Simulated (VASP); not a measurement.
# In2Rh (P-3m1) in VASP: single point with PBE

Aim: the single point of In2Rh with PBE.

Everything below comes from runs of VASP 6.6.1. Logs are shortened: lines on timing, memory, paths and dates and some standing lists are left out, and cuts for length are marked.

**1. The cell of the first run**

It takes space group P-3m1 (No. 164, trigonal). The conventional cell has a = 3.469 Å, b = 3.469 Å, c = 5.525 Å, α = 90.00°, β = 90.00°, γ = 120.00°. In (site symmetry 3m) has 3 Rh at 2.44 Å within 3.2 Å. Within 3.2 Å of Rh (site symmetry -3m) lie 6 In at 2.44 Å.

**2. Single point, PBE**

Contents of INCAR:

```
SYSTEM = In2Rh
ALGO = Fast ; EDIFF = 1E-6
ENCUT = 520 ; GGA = PE
ISIF = 2 ; ISMEAR = 0
LASPH = .TRUE. ; LCHARG = .FALSE.
LREAL = .FALSE. ; LWAVE = .FALSE.
NBANDS = 28 ; NELM = 80
PREC = Accurate ; SIGMA = 0.1
```

Contents of KPOINTS:

```
k-points
0
G
  6 6 4
  0 0 0
```

Contents of POSCAR:

```
In2Rh
1.0
    3.4694701300      0.0000000000      0.0000000000
   -1.7347350600      3.0046492700      0.0000000000
    0.0000000000      0.0000000000      5.5254152900
In Rh
2 1
Direct
    0.3333333300      0.6666666700      0.2520099900
    0.6666666700      0.3333333300      0.7479900100
    0.0000000000      0.0000000000      0.0000000000
```

Potentials or basis: VASP PAW PBE potentials, release 64 (In_d, Rh_pv).

Command:

```console
$ cat potpaw_PBE.64/In_d/POTCAR potpaw_PBE.64/Rh_pv/POTCAR > POTCAR
$ mpirun -np 1 vasp_std > vasp.out
```

OUTCAR:

```text
SYSTEM = In2Rh
   EDIFF = 1E-6
   ENCUT = 520
   GGA = PE
   ISIF = 2
   ISMEAR = 0
   LASPH = .TRUE.
   LREAL = .FALSE.
   NELM = 80
   PREC = Accurate

 ion  position               nearest neighbor table
   1  0.333  0.667  0.252-   3 2.44   3 2.44   3 2.44   2 3.39   2 3.39   2 3.39   2 3.43   2 3.43
                             2 3.43
   2  0.667  0.333  0.748-   3 2.44   3 2.44   3 2.44   1 3.39   1 3.39   1 3.39   1 3.43   1 3.43
                             1 3.43
   3  0.000  0.000  0.000-   1 2.44   2 2.44   1 2.44   2 2.44   2 2.44   1 2.44

  LATTYP: Found a hexagonal cell.
 ALAT       =     3.4694701300
 C/A-ratio  =     1.5925818880

  Lattice vectors:

 A1 = (   3.4694701300,   0.0000000000,   0.0000000000)
 A2 = (  -1.7347350600,   3.0046492700,   0.0000000000)
 A3 = (   0.0000000000,   0.0000000000,   5.5254152900)

Analysis of symmetry for initial positions (statically):
=====================================================================
 Subroutine PRICEL returns:
 Original cell was already a primitive cell.

 Routine SETGRP: Setting up the symmetry group for a
 hexagonal supercell.

 Subroutine GETGRP returns: Found 12 space group operations
 (whereof 12 operations were pure point group operations)
 out of a pool of 24 trial point group operations.

The static configuration has the point symmetry D_3d.

Analysis of symmetry for dynamics (positions and initial velocities):
=====================================================================
 Subroutine PRICEL returns:
 Original cell was already a primitive cell.

 Routine SETGRP: Setting up the symmetry group for a
 hexagonal supercell.

 Subroutine GETGRP returns: Found 12 space group operations
 (whereof 12 operations were pure point group operations)
 out of a pool of 24 trial point group operations.

The dynamic configuration has the point symmetry D_3d.

 Subroutine INISYM returns: Found 12 space group operations
 (whereof 12 operations are pure point group operations),
 and found     1 'primitive' translations

----------------------------------------------------------------------------------------

                                     Primitive cell

  volume of cell :      57.5999

  direct lattice vectors                    reciprocal lattice vectors
[... 85 lines left out ...]
   LASPH  =      T    aspherical Exc in radial PAW
   ENCUT  =  520.0 eV  38.22 Ry    6.18 a.u.   6.45  6.45 10.27*2*pi/ulx,y,z
   NELM   =     80;   NELMIN=  2; NELMDL= -5     # of ELM steps
   EDIFF  = 0.1E-05   stopping-criterion for ELM
   LREAL  =      F    real-space projection
   EDIFFG = 0.1E-04   stopping-criterion for IOM
   NSW    =      0    number of steps for IOM
   IBRION =     -1    ionic relax: 0-MD 1-quasi-New 2-CG
   NFREE  =      0    steps in history (QN), initial steepest desc. (CG)
   ISIF   =      2    stress and relaxation
   ISYM   =      2    0-nonsym 1-usesym 2-fastsym
   POTIM  = 0.5000    time-step for ionic-motion
   TEBEG  =    0.0;   TEEND  =   0.0 temperature during run
   PSTRESS=    0.0 pullay stress
   NELECT =      41.0000    total number of electrons
   NUPDOWN=      -1.0000    fix difference up-down
   EMIN   =  10.00;   EMAX   =-10.00  energy-range for DOS
   EFERMI =   0.00;   METHOD = LEGACY
   ISMEAR =     0;   SIGMA  =   0.10  broadening in eV -4-tet -1-fermi 0-gaus
   EFERMI_NEDOS =   21; number of points for ismear=-14 and -15
   IALGO  =     68    algorithm
   IMIX   =      4    mixing-type and parameters
     AMIX     =   0.40;   BMIX     =  1.00
     AMIX_MAG =   1.60;   BMIX_MAG =  1.00
  volume/ion in A,a.u.               =      19.20       129.57
  Fermi-wavevector in a.u.,A,eV,Ry     =   1.461713  2.762237 29.070282  2.136605
  Thomas-Fermi vector in A             =   2.578012
   LORBIT       =      0    0 simple, 1 ext, 2 COOP (PROOUT), +10 PAW based schemes
   GGA     = PE    functional components
   LHFCALC =     F    Hartree Fock is set to
   AEXX    =    0.0000 exact exchange contribution
   IVDW    =     0    specifies the selected vdW correction
   LEPSILON=     F    determine dielectric tensor
   LRPA    =     F    only Hartree local field effects (RPA)
 non-spin polarized calculation
 RMM-DIIS sequential band-by-band and
 Gauss-broadening in eV      SIGMA  =   0.10
  energy-cutoff  :      520.00
  volume of cell :       57.60
 maximum number of plane-waves:      1577
 NGX is ok and might be reduce to    28
   NGX = 13   NGY = 13   NGZ = 21

 number of electron      40.9999994 magnetization

 Free energy of the ion-electron system (eV)
  ---------------------------------------------------
  ext. energy  EPLUGINS =         0.00000000
  ---------------------------------------------------
  free energy    TOTEN  =       -10.74915144 eV

  energy without entropy =      -10.74585649  energy(sigma->0) =      -10.74750396

 E-fermi :   9.9059     XC(G=0): -11.6277

 val. band max:        9.8745726129   @ k =   0.3333   0.3333   0.5000
 cond. band min:      10.0738321558   @ k =   0.0000   0.3333   0.2500
 fundamental gap:      0.1992595429
 Fermi energy:         9.9059497728

 k-point     1 :       0.0000    0.0000    0.0000
  band No.  band energies     occupation
      1     -36.1267      2.00000
      2     -36.1041      2.00000
      3     -36.1041      2.00000
      4      -4.9430      2.00000
      5      -4.9430      2.00000
      6      -4.7905      2.00000
[... 733 lines left out ...]
     27      19.9224      0.00000
     28      21.1473      0.00000

------------------------ aborting loop because EDIFF is reached ----------------------------------------

  FORCE on cell =-STRESS in cart. coord.  units (eV):
  Direction    XX          YY          ZZ          XY          YZ          ZX
  --------------------------------------------------------------------------------------
  -------------------------------------------------------------------------------------
  Total       12.2767118     12.2767118     12.4116824      0.0000000      0.0000000     -0.0000000
  in kB      341.4843302    341.4843302    345.2386204      0.0000006      0.0000000     -0.0000000
  external PRESSURE =     342.7357603 kB  Pullay stress =       0.0000000 kB

 VOLUME and BASIS-vectors are now :
 -----------------------------------------------------------------------------
  energy-cutoff  :      520.00
  volume of cell :       57.60
      direct lattice vectors                 reciprocal lattice vectors
     3.469470130  0.000000000  0.000000000     0.288228451  0.166408773  0.000000000
    -1.734735060  3.004649270  0.000000000     0.000000000  0.332817547  0.000000000
     0.000000000  0.000000000  5.525415290     0.000000000  0.000000000  0.180981872

 POSITION                                       TOTAL-FORCE (eV/Angst)
 -----------------------------------------------------------------------------------
     -0.00000      2.00310      1.39246         0.000000      0.000000      4.170363
      1.73474      1.00155      4.13296        -0.000000      0.000000     -4.170363
      0.00000      0.00000      0.00000         0.000000      0.000000      0.000000
 -----------------------------------------------------------------------------------
    total drift:                                0.000000      0.000000      0.000000

  FREE ENERGIE OF THE ION-ELECTRON SYSTEM (eV)
  ---------------------------------------------------
  free  energy   TOTEN  =       -10.7491514382 eV

  energy  without entropy=      -10.7458564910  energy(sigma->0) =      -10.74750396
```

OSZICAR:

```text
N       E                     dE             d eps       ncg     rms          rms(c)
DAV:   1     0.447055776441E+03    0.44706E+03   -0.21437E+04  1416   0.208E+03
DAV:   2     0.253472045089E+02   -0.42171E+03   -0.41061E+03  1360   0.514E+02
DAV:   3    -0.102651103676E+02   -0.35612E+02   -0.35004E+02  1488   0.163E+02
DAV:   4    -0.114388528765E+02   -0.11737E+01   -0.11724E+01  1592   0.307E+01
DAV:   5    -0.115043072137E+02   -0.65454E-01   -0.65449E-01  1984   0.660E+00    0.116E+01
RMM:   6    -0.109178173596E+02    0.58649E+00   -0.11611E+00  1597   0.834E+00    0.783E+00
RMM:   7    -0.107967896562E+02    0.12103E+00   -0.60146E-01  1667   0.627E+00    0.336E+00
RMM:   8    -0.107503190679E+02    0.46471E-01   -0.15886E-01  1747   0.393E+00    0.564E-01
RMM:   9    -0.107493426408E+02    0.97643E-03   -0.43807E-02  1865   0.181E+00    0.364E-01
RMM:  10    -0.107494275348E+02   -0.84894E-04   -0.78318E-03  2053   0.587E-01    0.448E-01
RMM:  11    -0.107496408151E+02   -0.21328E-03   -0.11787E-03  2128   0.226E-01    0.613E-01
RMM:  12    -0.107491369685E+02    0.50385E-03   -0.97751E-04  1670   0.233E-01    0.240E-01
RMM:  13    -0.107491453012E+02   -0.83327E-05   -0.28777E-04  2001   0.124E-01    0.209E-01
RMM:  14    -0.107491505517E+02   -0.52505E-05   -0.65881E-05  2047   0.550E-02    0.230E-01
RMM:  15    -0.107491514316E+02   -0.87993E-06   -0.10166E-05  1534   0.190E-02    0.239E-01
RMM:  16    -0.107491514382E+02   -0.66148E-08   -0.17179E-06   877   0.103E-02
   1 F= -.10749151E+02 E0= -.10747504E+02  d E =-.329495E-02
```

stdout:

```text
POSCAR found type information on POSCAR InRh
 POSCAR found :  2 types and       3 ions
 scaLAPACK will be used
 LDA part: xc-table for (Slater+PW92), standard interpolation
 POSCAR, INCAR and KPOINTS ok, starting setup
 FFT: planning ... GRIDC
 FFT: planning ... GRID_SOFT
 FFT: planning ... GRID
 WAVECAR not read
 entering main loop
WARNING in EDDRMM: call to ZHEGV failed, returncode =   6  3     28
```

Run time: 32 s. Hardware: 1 thread of Intel Xeon Platinum 8488C (Sapphire Rapids), shared host; peak memory 0.19 GiB.

Results:

```yaml
Free_energy: -10.7492 eV
Pressure: 34.3 GPa
Largest_force: 4.170 eV/Å
```

Forces on the atoms (eV/Å):
```
In   0.000  0.000  4.170
In   0.000  0.000 -4.170
Rh   0.000  0.000  0.000
```

Levels at points of the mesh, in eV from the Fermi level:
| k point | band 18 | band 19 | band 20 | band 21 | band 22 | band 23 |
| --- | --- | --- | --- | --- | --- | --- |
| (0.00, 0.00, 0.00) | -2.89 | -1.86 | -1.86 | -0.59 | 8.44 | 8.44 |
| (0.50, 0.00, 0.00) | -2.60 | -1.45 | -0.76 | -0.17 | 0.24 | 2.86 |
| (0.00, 0.00, 0.50) | -2.84 | -1.85 | -1.85 | 2.39 | 4.94 | 7.65 |
| (0.50, 0.00, 0.50) | -2.74 | -2.57 | -1.45 | -0.64 | -0.09 | 4.15 |

Caveat: spin-orbit coupling is left out, which moves the levels of the heavy elements; forces of over 1 eV/Å act on the atoms, so gaps and moduli don't describe the material at rest.
